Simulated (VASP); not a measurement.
# TaB2Au (Pnma) in VASP: single point with r2SCAN

Aim: the single point of TaB2Au with r2SCAN.

Everything below comes from runs of VASP 6.6.1. Logs are shortened: lines on timing, memory, paths and dates and some standing lists are left out, and cuts for length are marked.

## 1. The cell of the first run

The structure is orthorhombic, space group Pnma (No. 62). Conventional cell: a = 6.489 Å, b = 3.334 Å, c = 8.777 Å, α = 90.00°, β = 90.00°, γ = 90.00°. Within 3.0 Å of Au (site symmetry m) lie 5 B at 2.19 to 2.42 Å and 2 Au at 2.66 Å and 4 Ta at 2.86 to 2.92 Å. Within 3.4 Å of Ta (site symmetry m) lie 9 B at 2.50 to 2.77 Å and 5 Au at 2.86 to 3.26 Å and 4 Ta at 3.33 Å. Within 2.4 Å of B (site symmetry m) lie 2 B at 1.84 Å and 2 Au at 2.19 to 2.23 Å. B (site symmetry m) has 2 B at 1.84 Å and 3 Au at 2.33 to 2.42 Å and 2 Ta at 2.50 to 2.57 Å within 2.6 Å.

## 2. Single point, r2SCAN

POSCAR reads:

```
TaB2Au
1.0
    6.4891790000      0.0000000000      0.0000000000
    0.0000000000      3.3342840000      0.0000000000
    0.0000000000      0.0000000000      8.7772020000
Au Ta B
4 4 8
Direct
    0.0080000000      0.2500000000      0.6180000000
    0.4920000000      0.7500000000      0.1180000000
    0.5080000000      0.2500000000      0.8820000000
    0.9920000000      0.7500000000      0.3820000000
    0.1350000000      0.2500000000      0.1300000000
    0.3650000000      0.7500000000      0.6300000000
    0.6350000000      0.2500000000      0.3700000000
    0.8650000000      0.7500000000      0.8700000000
    0.1750000000      0.2500000000      0.8400000000
    0.3250000000      0.7500000000      0.3400000000
    0.6750000000      0.2500000000      0.6600000000
    0.8250000000      0.7500000000      0.1600000000
    0.2420000000      0.2500000000      0.4040000000
    0.2580000000      0.7500000000      0.9040000000
    0.7420000000      0.2500000000      0.0960000000
    0.7580000000      0.7500000000      0.5960000000
```

INCAR.step1 reads:

```
SYSTEM = TaB2Au
PREC = Accurate
ENCUT = 550
ISMEAR = 1
SIGMA = 0.2393
LREAL = .FALSE.
LASPH = .TRUE.
NELM = 120
NBANDS = 70
GGA = PE
ALGO = Normal
EDIFF = 1E-5
LWAVE = .TRUE.
LCHARG = .FALSE.
GGA_COMPAT = .FALSE.
```

INCAR.step2 reads:

```
SYSTEM = TaB2Au
PREC = Accurate
ENCUT = 550
EDIFF = 1E-6
ISMEAR = 1
SIGMA = 0.2393
LREAL = .FALSE.
LASPH = .TRUE.
NELM = 120
ALGO = Normal
ISIF = 2
LWAVE = .FALSE.
LCHARG = .FALSE.
METAGGA = R2SCAN
LMIXTAU = .TRUE.
NBANDS = 70
ISTART = 1
GGA_COMPAT = .FALSE.
```

KPOINTS reads:

```
regular mesh
0
G
  4 8 3
  0 0 0
```

Potentials or basis: VASP PAW PBE potentials, release 64 (Au, Ta_pv, B).

Run with:

```sh
$ cat potpaw_PBE.64/Au/POTCAR potpaw_PBE.64/Ta_pv/POTCAR potpaw_PBE.64/B/POTCAR > POTCAR
$ cp INCAR.step1 INCAR
$ mpirun -np 1 vasp_std > vasp.out
$ cp INCAR.step2 INCAR
$ mpirun -np 1 vasp_std > vasp.out
```

OUTCAR:

```text
SYSTEM = TaB2Au
   PREC = Accurate
   ENCUT = 550
   EDIFF = 1E-6
   ISMEAR = 1
   LREAL = .FALSE.
   LASPH = .TRUE.
   NELM = 120
   ISIF = 2
   METAGGA = R2SCAN
   ISTART = 1

 ion  position               nearest neighbor table
   1  0.008  0.250  0.618-  11 2.19   9 2.23  16 2.33  16 2.33  13 2.42   4 2.66   4 2.66   6 2.86
                             6 2.86   8 2.92   8 2.92   7 3.26
   2  0.492  0.750  0.118-  12 2.19  10 2.23  15 2.33  15 2.33  14 2.42   3 2.66   3 2.66   5 2.86
                             5 2.86   7 2.92   7 2.92   8 3.26
   3  0.508  0.250  0.882-   9 2.19  11 2.23  14 2.33  14 2.33  15 2.42   2 2.66   2 2.66   8 2.86
                             8 2.86   6 2.92   6 2.92   5 3.26
   4  0.992  0.750  0.382-  10 2.19  12 2.23  13 2.33  13 2.33  16 2.42   1 2.66   1 2.66   7 2.86
                             7 2.86   5 2.92   5 2.92   6 3.26
   5  0.135  0.250  0.130-  13 2.50   9 2.56  15 2.57  12 2.63  12 2.63  14 2.71  14 2.71  10 2.77
                            10 2.77   2 2.86   2 2.86   4 2.92   4 2.92   3 3.26   8 3.33   8 3.33
   6  0.365  0.750  0.630-  14 2.50  10 2.56  16 2.57  11 2.63  11 2.63  13 2.71  13 2.71   9 2.77
                             9 2.77   1 2.86   1 2.86   3 2.92   3 2.92   4 3.26   7 3.33   7 3.33
   7  0.635  0.250  0.370-  15 2.50  11 2.56  13 2.57  10 2.63  10 2.63  16 2.71  16 2.71  12 2.77
                            12 2.77   4 2.86   4 2.86   2 2.92   2 2.92   1 3.26   6 3.33   6 3.33
   8  0.865  0.750  0.870-  16 2.50  12 2.56  14 2.57   9 2.63   9 2.63  15 2.71  15 2.71  11 2.77
                            11 2.77   3 2.86   3 2.86   1 2.92   1 2.92   2 3.26   5 3.33   5 3.33
   9  0.175  0.250  0.840-  14 1.84  14 1.84   3 2.19   1 2.23   5 2.56   8 2.63   8 2.63   6 2.77
                             6 2.77
  10  0.325  0.750  0.340-  13 1.84  13 1.84   4 2.19   2 2.23   6 2.56   7 2.63   7 2.63   5 2.77
                             5 2.77
  11  0.675  0.250  0.660-  16 1.84  16 1.84   1 2.19   3 2.23   7 2.56   6 2.63   6 2.63   8 2.77
                             8 2.77
  12  0.825  0.750  0.160-  15 1.84  15 1.84   2 2.19   4 2.23   8 2.56   5 2.63   5 2.63   7 2.77
                             7 2.77
  13  0.242  0.250  0.404-  10 1.84  10 1.84   4 2.33   4 2.33   1 2.42   5 2.50   7 2.57   6 2.71
                             6 2.71
  14  0.258  0.750  0.904-   9 1.84   9 1.84   3 2.33   3 2.33   2 2.42   6 2.50   8 2.57   5 2.71
                             5 2.71
  15  0.742  0.250  0.096-  12 1.84  12 1.84   2 2.33   2 2.33   3 2.42   7 2.50   5 2.57   8 2.71
                             8 2.71
  16  0.758  0.750  0.596-  11 1.84  11 1.84   1 2.33   1 2.33   4 2.42   8 2.50   6 2.57   7 2.71
                             7 2.71

  LATTYP: Found a simple orthorhombic cell.
 ALAT       =     3.3342840000
 B/A-ratio  =     1.9461986441
 C/A-ratio  =     2.6324098367

  Lattice vectors:

 A1 = (   0.0000000000,  -3.3342840000,   0.0000000000)
 A2 = (   6.4891790000,   0.0000000000,   0.0000000000)
 A3 = (   0.0000000000,   0.0000000000,   8.7772020000)

Analysis of symmetry for initial positions (statically):
=====================================================================
 Subroutine PRICEL returns:
 Original cell was already a primitive cell.

 Routine SETGRP: Setting up the symmetry group for a
 simple orthorhombic supercell.

 Subroutine GETGRP returns: Found  8 space group operations
 (whereof  2 operations were pure point group operations)
 out of a pool of  8 trial point group operations.

The static configuration has the point symmetry S_2 .
 The point group associated with its full space group is D_2h.

Analysis of symmetry for dynamics (positions and initial velocities):
=====================================================================
 Subroutine PRICEL returns:
 Original cell was already a primitive cell.

 Routine SETGRP: Setting up the symmetry group for a
 simple orthorhombic supercell.

 Subroutine GETGRP returns: Found  8 space group operations
 (whereof  2 operations were pure point group operations)
 out of a pool of  8 trial point group operations.

The dynamic configuration has the point symmetry S_2 .
 The point group associated with its full space group is D_2h.

 Subroutine INISYM returns: Found  8 space group operations
 (whereof  2 operations are pure point group operations),
 and found     1 'primitive' translations

----------------------------------------------------------------------------------------

                                     Primitive cell

[... 56 lines left out ...]

  Cartesian coordinates                     Fractional coordinates (reciprocal lattice)
     0.038525675  0.000000000  0.000000000     0.250000000  0.000000000  0.000000000
     0.000000000  0.037489308  0.000000000     0.000000000  0.125000000  0.000000000
     0.000000000  0.000000000  0.037977175     0.000000000  0.000000000  0.333333333

  Length of vectors
     0.038525675  0.037489308  0.037977175

  Shift w.r.t. Gamma in fractional coordinates (k-lattice)
     0.000000000  0.000000000  0.000000000

 Subroutine IBZKPT returns following result:
 ===========================================

 Found     30 irreducible k-points:

 Following reciprocal coordinates:
            Coordinates               Weight
  0.000000  0.000000  0.000000      1.000000
  0.250000  0.000000  0.000000      2.000000
  0.500000  0.000000  0.000000      1.000000
  0.000000  0.125000  0.000000      2.000000
  0.250000  0.125000  0.000000      4.000000
  0.500000  0.125000  0.000000      2.000000
[... 16 lines left out ...]
  0.250000  0.250000  0.333333      8.000000
  0.500000  0.250000  0.333333      4.000000
 [... further k-points ...]
   k-points           NKPTS =     30   k-points in BZ     NKDIM =     30   number of bands    NBANDS=     70
   number of dos      NEDOS =    301   number of ions     NIONS =     16
   total plane-waves  NPLWV =  98000
   dimension x,y,z NGX =    50 NGY =   28 NGZ =   70
   dimension x,y,z NGXF=   100 NGYF=   56 NGZF=  140
   ions per type =               4   4   8
   NGX,Y,Z   is equivalent  to a cutoff of  12.81, 13.96, 13.26 a.u.
   NGXF,Y,Z  is equivalent  to a cutoff of  25.62, 27.92, 26.52 a.u.
 SYSTEM =  TaB2Au
   PREC   = accura    normal or accurate (medium, high low for compatibility)
   ISTART =      1    job   : 0-new  1-cont  2-samecut
   ICHARG =      0    charge: 1-file 2-atom 10-const
   ISPIN  =      1    spin polarized calculation?
   LNONCOLLINEAR =      F non collinear calculations
   LSORBIT =      F    spin-orbit coupling
   LASPH  =      T    aspherical Exc in radial PAW
   ENCUT  =  550.0 eV  40.42 Ry    6.36 a.u.  12.41  6.38 16.78*2*pi/ulx,y,z
   NELM   =    120;   NELMIN=  2; NELMDL=  0     # of ELM steps
   EDIFF  = 0.1E-05   stopping-criterion for ELM
   LREAL  =      F    real-space projection
   EDIFFG = 0.1E-04   stopping-criterion for IOM
   NSW    =      0    number of steps for IOM
   IBRION =     -1    ionic relax: 0-MD 1-quasi-New 2-CG
   NFREE  =      0    steps in history (QN), initial steepest desc. (CG)
   ISIF   =      2    stress and relaxation
   ISYM   =      2    0-nonsym 1-usesym 2-fastsym
   POTIM  = 0.5000    time-step for ionic-motion
   TEBEG  =    0.0;   TEEND  =   0.0 temperature during run
   PSTRESS=    0.0 pullay stress
   NELECT =     112.0000    total number of electrons
   NUPDOWN=      -1.0000    fix difference up-down
   EMIN   =  10.00;   EMAX   =-10.00  energy-range for DOS
   EFERMI =   0.00;   METHOD = LEGACY
   ISMEAR =     1;   SIGMA  =   0.24  broadening in eV -4-tet -1-fermi 0-gaus
   EFERMI_NEDOS =   21; number of points for ismear=-14 and -15
   IALGO  =     38    algorithm
   IMIX   =      4    mixing-type and parameters
     AMIX     =   0.40;   BMIX     =  1.00
     AMIX_MAG =   1.60;   BMIX_MAG =  1.00
  volume/ion in A,a.u.               =      11.87        80.10
  Fermi-wavevector in a.u.,A,eV,Ry     =   1.372876  2.594360 25.644110  1.884789
  Thomas-Fermi vector in A             =   2.498444
   LORBIT       =      0    0 simple, 1 ext, 2 COOP (PROOUT), +10 PAW based schemes
   METAGGA = R2SCAN    functional components
   LHFCALC =     F    Hartree Fock is set to
   AEXX    =    0.0000 exact exchange contribution
   IVDW    =     0    specifies the selected vdW correction
   LEPSILON=     F    determine dielectric tensor
   LRPA    =     F    only Hartree local field effects (RPA)
 non-spin polarized calculation
 Methfessel and Paxton  Order N= 1 SIGMA  =   0.24
  energy-cutoff  :      550.00
  volume of cell :      189.91
 maximum number of plane-waves:      5600
 NGX is ok and might be reduce to    50
   NGX = 25   NGY = 13   NGZ = 33

 number of electron     111.9999992 magnetization

 Free energy of the ion-electron system (eV)
  ---------------------------------------------------
  ext. energy  EPLUGINS =         0.00000000
  ---------------------------------------------------
  free energy    TOTEN  =      -453.75070699 eV

  energy without entropy =     -453.75458921  energy(sigma->0) =     -453.75200106

 E-fermi :   9.0953     XC(G=0): -13.7865

 val. band max:        9.0776893767   @ k =   0.0000   0.2500   0.3333
 cond. band min:       9.1063791995   @ k =   0.0000   0.2500   0.3333
 fundamental gap:      0.0286898228
 Fermi energy:         9.0953017263

 k-point     1 :       0.0000    0.0000    0.0000
  band No.  band energies     occupation
      1     -27.8619      2.00000
      2     -27.8585      2.00000
      3     -27.8451      2.00000
      4     -27.8446      2.00000
      5     -27.8270      2.00000
      6     -27.8183      2.00000
[... 1693 lines left out ...]
     67      12.1700     -0.00000
     68      12.1700     -0.00000

 [... further k-points ...]

 [bands above 68 left out]

------------------------ aborting loop because EDIFF is reached ----------------------------------------

  FORCE on cell =-STRESS in cart. coord.  units (eV):
  Direction    XX          YY          ZZ          XY          YZ          ZX
  --------------------------------------------------------------------------------------
  -------------------------------------------------------------------------------------
  Total        2.3470505    -14.0021092    -10.1838871     -0.0000000      0.0000000      0.0000000
  in kB       19.8008843   -118.1287495    -85.9163306     -0.0000000      0.0000000      0.0000000
  external PRESSURE =     -61.4147320 kB  Pullay stress =       0.0000000 kB

 VOLUME and BASIS-vectors are now :
 -----------------------------------------------------------------------------
  energy-cutoff  :      550.00
  volume of cell :      189.91
      direct lattice vectors                 reciprocal lattice vectors
     6.489179000  0.000000000  0.000000000     0.154102699  0.000000000  0.000000000
     0.000000000  3.334284000  0.000000000     0.000000000  0.299914464  0.000000000
     0.000000000  0.000000000  8.777202000     0.000000000  0.000000000  0.113931524

 POSITION                                       TOTAL-FORCE (eV/Angst)
 -----------------------------------------------------------------------------------
      0.05191      0.83357      5.42431         1.553734     -0.000000      1.829128
      3.19268      2.50071      1.03571        -1.553734     -0.000000      1.829128
      3.29650      0.83357      7.74149         1.553734      0.000000     -1.829128
      6.43727      2.50071      3.35289        -1.553734      0.000000     -1.829128
      0.87604      0.83357      1.14104        -1.667115      0.000000     -1.295161
      2.36855      2.50071      5.52964         1.667115     -0.000000     -1.295161
[... 8 lines left out ...]
      4.81497      0.83357      0.84261         2.179620      0.000000     -0.335590
      4.91880      2.50071      5.23121        -2.179620      0.000000     -0.335590
 -----------------------------------------------------------------------------------
    total drift:                               -0.000000     -0.000000     -0.000000

  FREE ENERGIE OF THE ION-ELECTRON SYSTEM (eV)
  ---------------------------------------------------
  free  energy   TOTEN  =      -453.7507069936 eV

  energy  without entropy=     -453.7545892070  energy(sigma->0) =     -453.75200106
```

It took 21 min on 1 thread of AMD EPYC 9R45 (Zen 5), shared host; peak memory 0.53 GiB.

What came out:

```
Free energy            : -453.7507 eV
Pressure               : -6.1 GPa
Largest force          : 2.400 eV/Å
Band gap on the k mesh : zero (bands 56 and 57 overlap by 0.39 eV)
```

Forces on the atoms (eV/Å):
```
Au   1.554  0.000  1.829
Au  -1.554  0.000  1.829
Au   1.554  0.000 -1.829
Au  -1.554  0.000 -1.829
Ta  -1.667  0.000 -1.295
Ta   1.667  0.000 -1.295
Ta  -1.667  0.000  1.295
Ta   1.667  0.000  1.295
B   -0.946  0.000  0.466
B    0.946  0.000  0.466
B   -0.946  0.000 -0.466
B    0.946  0.000 -0.466
B    2.180  0.000  0.336
B   -2.180  0.000  0.336
B    2.180  0.000 -0.336
B   -2.180  0.000 -0.336
```

Stress tensor (GPa, compression positive):
```
  1.98   0.00   0.00
  0.00 -11.81   0.00
  0.00   0.00  -8.59
```

Levels at points of the mesh, in eV from the Fermi level:
```tsv
k point	band 53	band 54	band 55	band 56	band 57	band 58	band 59	band 60
(0.00, 0.00, 0.00)	-1.58	-1.11	-0.89	-0.29	-0.10	0.11	0.33	1.18
(0.50, 0.00, 0.00)	-1.58	-1.58	-0.13	-0.13	0.65	0.65	0.96	0.96
(0.00, 0.50, 0.00)	-0.93	-0.93	-0.33	-0.33	0.98	0.98	1.54	1.54
(0.50, 0.50, 0.00)	-2.08	-2.08	-2.08	-2.08	1.69	1.69	1.69	1.69
```

Caveat: the stress differs along the axes, from -12 to 2 GPa; the PAW data sets were made with another functional, which shifts forces and pressure a little; spin-orbit coupling is left out, which moves the levels of the heavy elements.

The gap in the log of VASP goes by the Fermi energy; the results here count the filled bands.